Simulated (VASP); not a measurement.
# RbAl2 (P-6m2) in VASP: single point with PBE

Aim: the single point of RbAl2 with PBE.

Program: VASP 6.6.1. These are calculated values, not measurements. Logs are shortened: lines on timing, memory, paths and dates and some standing lists are left out, and cuts for length are marked.

## 1. The cell of the first run

The structure is hexagonal, space group P-6m2 (No. 187). Conventional cell: a = 6.060 Å, b = 6.060 Å, c = 3.715 Å, α = 90.00°, β = 90.00°, γ = 120.00°. Rb (site symmetry -6m2) has 9 Al at 3.50 to 3.96 Å and 2 Rb at 3.72 Å within 4.6 Å. Within 4.9 Å of Al (site symmetry -6m2) lie 8 Al at 3.72 to 3.96 Å and 6 Rb at 3.96 Å. Al (site symmetry -6m2) has 3 Rb at 3.50 Å and 8 Al at 3.72 to 3.96 Å within 4.6 Å.

## 2. Single point, PBE

INCAR

```
SYSTEM = RbAl2
  PREC = Accurate
  ENCUT = 520
  EDIFF = 1E-6
  ISMEAR = 0
  SIGMA = 0.1
  LREAL = .False.
  LASPH = .True.
  NELM = 100
  ALGO = Fast
  ISIF = 2
  LWAVE = .False.
  LCHARG = .False.
  GGA = PE
  NBANDS = 14
```

KPOINTS

```
Automatic mesh
0
Gamma
  3 3 6
  0 0 0
```

POSCAR

```
RbAl2
1.0
    6.0604039100      0.0000000000      0.0000000000
   -3.0302019500      5.2484637400      0.0000000000
    0.0000000000      0.0000000000      3.7150275900
Rb Al
1 2
Direct
    0.3333333300      0.6666666700      0.5000000000
    0.0000000000      0.0000000000      0.0000000000
    0.6666666700      0.3333333300      0.5000000000
```

Potentials or basis: VASP PAW PBE potentials, release 64 (Rb_sv, Al).

Started as:

```bash
> cat potpaw_PBE.64/Rb_sv/POTCAR potpaw_PBE.64/Al/POTCAR > POTCAR
> mpirun -np 1 vasp_std > vasp.out
```

OUTCAR:

```text
SYSTEM = RbAl2
   PREC = Accurate
   ENCUT = 520
   EDIFF = 1E-6
   ISMEAR = 0
   LREAL = .False.
   LASPH = .True.
   NELM = 100
   ISIF = 2
   GGA = PE

 ion  position               nearest neighbor table
   1  0.333  0.667  0.500-   3 3.50   3 3.50   3 3.50   2 3.96   2 3.96   2 3.96   2 3.96   2 3.96
                             2 3.96
   2  0.000  0.000  0.000-   1 3.96   1 3.96   1 3.96   1 3.96   1 3.96   1 3.96
   3  0.667  0.333  0.500-   1 3.50   1 3.50   1 3.50

  LATTYP: Found a hexagonal cell.
 ALAT       =     6.0604039100
 C/A-ratio  =     0.6129999989

  Lattice vectors:

 A1 = (   6.0604039100,   0.0000000000,   0.0000000000)
 A2 = (  -3.0302019500,   5.2484637400,   0.0000000000)
 A3 = (   0.0000000000,   0.0000000000,   3.7150275900)

Analysis of symmetry for initial positions (statically):
=====================================================================
 Subroutine PRICEL returns:
 Original cell was already a primitive cell.

 Routine SETGRP: Setting up the symmetry group for a
 hexagonal supercell.

 Subroutine GETGRP returns: Found 12 space group operations
 (whereof 12 operations were pure point group operations)
 out of a pool of 24 trial point group operations.

The static configuration has the point symmetry D_3h.

Analysis of symmetry for dynamics (positions and initial velocities):
=====================================================================
 Subroutine PRICEL returns:
 Original cell was already a primitive cell.

 Routine SETGRP: Setting up the symmetry group for a
 hexagonal supercell.

 Subroutine GETGRP returns: Found 12 space group operations
 (whereof 12 operations were pure point group operations)
 out of a pool of 24 trial point group operations.

The dynamic configuration has the point symmetry D_3h.

 Subroutine INISYM returns: Found 12 space group operations
 (whereof 12 operations are pure point group operations),
 and found     1 'primitive' translations

----------------------------------------------------------------------------------------

                                     Primitive cell

  volume of cell :     118.1669

  direct lattice vectors                    reciprocal lattice vectors
     6.060403910  0.000000000  0.000000000     0.165005504  0.095265972  0.000000000
    -3.030201950  5.248463740  0.000000000     0.000000000  0.190531944  0.000000000
     0.000000000  0.000000000  3.715027590     0.000000000  0.000000000  0.269177005

  length of vectors
     6.060403910  6.060403905  3.715027590     0.190531944  0.190531944  0.269177005

  position of ions in fractional coordinates (direct lattice)
     0.333333330  0.666666670  0.500000000
     0.000000000  0.000000000  0.000000000
     0.666666670  0.333333330  0.500000000

  ion indices of the primitive-cell ions
   primitive index   ion index
                 1           1
                 2           2
                 3           3

----------------------------------------------------------------------------------------

 KPOINTS: Automatic mesh

Automatic generation of k-mesh.
 Grid dimensions read from file:
 generate k-points for:    3    3    6

 Generating k-lattice:

  Cartesian coordinates                     Fractional coordinates (reciprocal lattice)
     0.055001835  0.031755324  0.000000000     0.333333333 -0.000000000  0.000000000
     0.000000000  0.063510648  0.000000000     0.000000000  0.333333333  0.000000000
     0.000000000  0.000000000  0.044862834     0.000000000  0.000000000  0.166666667

  Length of vectors
     0.063510648  0.063510648  0.044862834

  Shift w.r.t. Gamma in fractional coordinates (k-lattice)
     0.000000000  0.000000000  0.000000000

 Subroutine IBZKPT returns following result:
 ===========================================

 Found     12 irreducible k-points:

 Following reciprocal coordinates:
            Coordinates               Weight
  0.000000  0.000000  0.000000      1.000000
  0.333333  0.000000  0.000000      6.000000
  0.333333  0.333333  0.000000      2.000000
  0.000000  0.000000  0.166667      2.000000
  0.333333  0.000000  0.166667     12.000000
  0.333333  0.333333  0.166667      4.000000
  0.000000  0.000000  0.333333      2.000000
  0.333333  0.000000  0.333333     12.000000
  0.333333  0.333333  0.333333      4.000000
  0.000000  0.000000  0.500000      1.000000
  0.333333  0.000000  0.500000      6.000000
  0.333333  0.333333  0.500000      2.000000
   k-points           NKPTS =     12   k-points in BZ     NKDIM =     12   number of bands    NBANDS=     14
   number of dos      NEDOS =    301   number of ions     NIONS =      3
   total plane-waves  NPLWV =  64512
   dimension x,y,z NGX =    48 NGY =   48 NGZ =   28
   dimension x,y,z NGXF=    96 NGYF=   96 NGZF=   56
   ions per type =               1   2
   NGX,Y,Z   is equivalent  to a cutoff of  13.17, 13.17, 12.53 a.u.
   NGXF,Y,Z  is equivalent  to a cutoff of  26.33, 26.33, 25.06 a.u.
 SYSTEM =  RbAl2
   PREC   = accura    normal or accurate (medium, high low for compatibility)
   ISTART =      0    job   : 0-new  1-cont  2-samecut
   ICHARG =      2    charge: 1-file 2-atom 10-const
   ISPIN  =      1    spin polarized calculation?
   LNONCOLLINEAR =      F non collinear calculations
   LSORBIT =      F    spin-orbit coupling
   LASPH  =      T    aspherical Exc in radial PAW
   ENCUT  =  520.0 eV  38.22 Ry    6.18 a.u.  11.27 11.27  6.91*2*pi/ulx,y,z
   NELM   =    100;   NELMIN=  2; NELMDL= -5     # of ELM steps
   EDIFF  = 0.1E-05   stopping-criterion for ELM
   LREAL  =      F    real-space projection
   EDIFFG = 0.1E-04   stopping-criterion for IOM
   NSW    =      0    number of steps for IOM
   IBRION =     -1    ionic relax: 0-MD 1-quasi-New 2-CG
   NFREE  =      0    steps in history (QN), initial steepest desc. (CG)
   ISIF   =      2    stress and relaxation
   ISYM   =      2    0-nonsym 1-usesym 2-fastsym
   POTIM  = 0.5000    time-step for ionic-motion
   TEBEG  =    0.0;   TEEND  =   0.0 temperature during run
   PSTRESS=    0.0 pullay stress
   NELECT =      15.0000    total number of electrons
   NUPDOWN=      -1.0000    fix difference up-down
   EMIN   =  10.00;   EMAX   =-10.00  energy-range for DOS
   EFERMI =   0.00;   METHOD = LEGACY
   ISMEAR =     0;   SIGMA  =   0.10  broadening in eV -4-tet -1-fermi 0-gaus
   EFERMI_NEDOS =   21; number of points for ismear=-14 and -15
   IALGO  =     68    algorithm
   IMIX   =      4    mixing-type and parameters
     AMIX     =   0.40;   BMIX     =  1.00
     AMIX_MAG =   1.60;   BMIX_MAG =  1.00
  volume/ion in A,a.u.               =      39.39       265.81
  Fermi-wavevector in a.u.,A,eV,Ry     =   0.822760  1.554791  9.210253  0.676934
  Thomas-Fermi vector in A             =   1.934152
   LORBIT       =      0    0 simple, 1 ext, 2 COOP (PROOUT), +10 PAW based schemes
   GGA     = PE    functional components
   LHFCALC =     F    Hartree Fock is set to
   AEXX    =    0.0000 exact exchange contribution
   IVDW    =     0    specifies the selected vdW correction
   LEPSILON=     F    determine dielectric tensor
   LRPA    =     F    only Hartree local field effects (RPA)
 non-spin polarized calculation
 RMM-DIIS sequential band-by-band and
 Gauss-broadening in eV      SIGMA  =   0.10
  energy-cutoff  :      520.00
  volume of cell :      118.17
 maximum number of plane-waves:      3222
 NGX is ok and might be reduce to    48
   NGX = 23   NGY = 23   NGZ = 13

 number of electron      15.0000000 magnetization

 Free energy of the ion-electron system (eV)
  ---------------------------------------------------
  ext. energy  EPLUGINS =         0.00000000
  ---------------------------------------------------
  free energy    TOTEN  =        -5.89361954 eV

  energy without entropy =       -5.87685182  energy(sigma->0) =       -5.88523568

 E-fermi :   1.6035     XC(G=0):  -7.4953

 val. band max:        1.5903391465   @ k =   0.3333   0.0000   0.1667
 cond. band min:       1.7265337147   @ k =   0.3333   0.3333   0.3333
 fundamental gap:      0.1361945682
 Fermi energy:         1.6034752516

 k-point     1 :       0.0000    0.0000    0.0000
  band No.  band energies     occupation
      1     -26.2170      2.00000
      2     -10.3426      2.00000
      3     -10.3426      2.00000
      4     -10.0559      2.00000
      5      -4.3332      2.00000
      6      -1.3133      2.00000
      7       0.8207      2.00000
      8       0.8207      2.00000
      9       3.3604      0.00000
     10       3.3604      0.00000
     11       4.0717      0.00000
     12       5.4897      0.00000
     13       7.0638      0.00000
     14       7.6208      0.00000

 k-point     2 :       0.3333    0.0000    0.0000
  band No.  band energies     occupation
      1     -26.2168      2.00000
      2     -10.3722      2.00000
      3     -10.3481      2.00000
      4     -10.0552      2.00000
      5      -3.7749      2.00000
      6      -2.4115      2.00000
      7       0.8609      2.00000
      8       1.3394      1.99981
      9       3.2692      0.00000
     10       3.7811      0.00000
     11       5.0142      0.00000
     12       5.6199      0.00000
     13       6.9089      0.00000
     14       7.3642      0.00000
[... 139 lines left out ...]
      1     -26.1549      2.00000
      2     -10.7896      2.00000
      3     -10.2540      2.00000
      4     -10.2399      2.00000
      5      -1.6903      2.00000
      6      -1.6215      2.00000
      7       0.7407      2.00000
      8       0.8780      2.00000
      9       2.4871      0.00000
     10       3.0956      0.00000
     11       3.6800      0.00000
     12       3.8577      0.00000
     13       6.0912      0.00000
     14       6.3305      0.00000

 k-point    12 :       0.3333    0.3333    0.5000
  band No.  band energies     occupation
      1     -26.1548      2.00000
      2     -10.7876      2.00000
      3     -10.2550      2.00000
      4     -10.2494      2.00000
      5      -1.5835      2.00000
      6      -1.4055      2.00000
      7       0.3493      2.00000
      8       0.6072      2.00000
      9       2.3267      0.00000
     10       2.6051      0.00000
     11       4.2553      0.00000
     12       4.4458      0.00000
     13       5.3359      0.00000
     14       6.7731      0.00000

------------------------ aborting loop because EDIFF is reached ----------------------------------------

  FORCE on cell =-STRESS in cart. coord.  units (eV):
  Direction    XX          YY          ZZ          XY          YZ          ZX
  --------------------------------------------------------------------------------------
  -------------------------------------------------------------------------------------
  Total       -1.3069719     -1.3069719     -3.3155768     -0.0000000     -0.0000000      0.0000000
  in kB      -17.7207060    -17.7207060    -44.9545713     -0.0000000     -0.0000000      0.0000000
  external PRESSURE =     -26.7986611 kB  Pullay stress =       0.0000000 kB

 VOLUME and BASIS-vectors are now :
 -----------------------------------------------------------------------------
  energy-cutoff  :      520.00
  volume of cell :      118.17
      direct lattice vectors                 reciprocal lattice vectors
     6.060403910  0.000000000  0.000000000     0.165005504  0.095265972  0.000000000
    -3.030201950  5.248463740  0.000000000     0.000000000  0.190531944  0.000000000
     0.000000000  0.000000000  3.715027590     0.000000000  0.000000000  0.269177005

 POSITION                                       TOTAL-FORCE (eV/Angst)
 -----------------------------------------------------------------------------------
     -0.00000      3.49898      1.85751         0.000000      0.000000      0.000000
      0.00000      0.00000      0.00000         0.000000      0.000000      0.000000
      3.03020      1.74949      1.85751        -0.000000      0.000000      0.000000
 -----------------------------------------------------------------------------------
    total drift:                                0.000021     -0.000012      0.000000

  FREE ENERGIE OF THE ION-ELECTRON SYSTEM (eV)
  ---------------------------------------------------
  free  energy   TOTEN  =        -5.8936195419 eV

  energy  without entropy=       -5.8768518178  energy(sigma->0) =       -5.88523568
```

Wall time 16 s (1 thread of Intel Xeon Platinum 8559C (Emerald Rapids), shared host); peak memory 0.23 GiB.

What came out:

```
Free energy : -5.8936 eV
Pressure    : -2.7 GPa
```

Caveat: the k points lie up to 0.40 Å⁻¹ apart.
